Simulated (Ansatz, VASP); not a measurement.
## One calculation of C, two programs

INCAR

```
PREC = Accurate
ENCUT = 1300
EDIFF = 1E-7
ISMEAR = 0
SIGMA = 0.1
LREAL = F
LASPH = T
NELM = 120
ALGO = Normal
ISIF = 3
LWAVE = F
LCHARG = F
GGA = PE
IBRION = 2
NSW = 100
EDIFFG = -0.01
GGA_COMPAT = F
NELMIN = 4
```

File KPOINTS:

```
Automatic mesh
0
Gamma
  24 24 12
```

Contents of POSCAR:

```
C
1.0
    2.4664965449      0.0000000000      0.0000000000
   -1.2332482724      2.1360486662      0.0000000000
    0.0000000000      0.0000000000      4.4289214344
C
2
Direct
    0.6666666667      0.3333333333      0.5000000000
    0.3333333333      0.6666666667      0.5000000000
```

Input for Ansatz:

```yaml
crystal:
  lattice:
    - [2.4664965449, 0.0, 0.0]
    - [-1.2332482724, 2.1360486662, 0.0]
    - [0.0, 0.0, 4.4289214344]
  atoms:
    - { symbol: C, position: [0.6666666667, 0.3333333333, 0.5] }
    - { symbol: C, position: [0.3333333333, 0.6666666667, 0.5] }
basis:
  ecutwfc: 420
kpoints:
  mp_grid: { grid: [24, 24, 12] }
hamiltonian:
  xc: pbe
scf:
  occupations: { method: gaussian, width: 0.1 }
output:
  forces: true
  stress: true
  eigenvalues: true
relax:
  adjacent_minimum: "off"
  f_tol: 0.01
  max_steps: 80
  cell: { stress_tol: 0.05 }
```

Alike in both runs: task relaxation of cell and atoms; functional PBE; k mesh 24 × 24 × 12; occupations gaussian, width 0.1 eV; no spin polarisation.

|  | VASP | Ansatz |
| --- | --- | --- |
| version | VASP 6.6.1 | Ansatz 0.2.0 |
| potentials or method | VASP PAW PBE potentials, release 64 (C_h), cutoff 1300 eV | scalar-relativistic, plane waves, PAW |
| valence electrons in the cell | 8 | 8 |

```csv
,VASP,Ansatz,Ansatz less VASP
"gap on the k mesh at the Fermi level, each at its own relaxed structure (eV)",none,none,-
relaxed volume (Å³/atom),11.66,11.67,+0.007
relaxed length of the cell vector where the two differ most in proportion (Å),2.466,2.466,+0.0006
```

A gap of «none» marks a metal or a gap that the smearing closes.
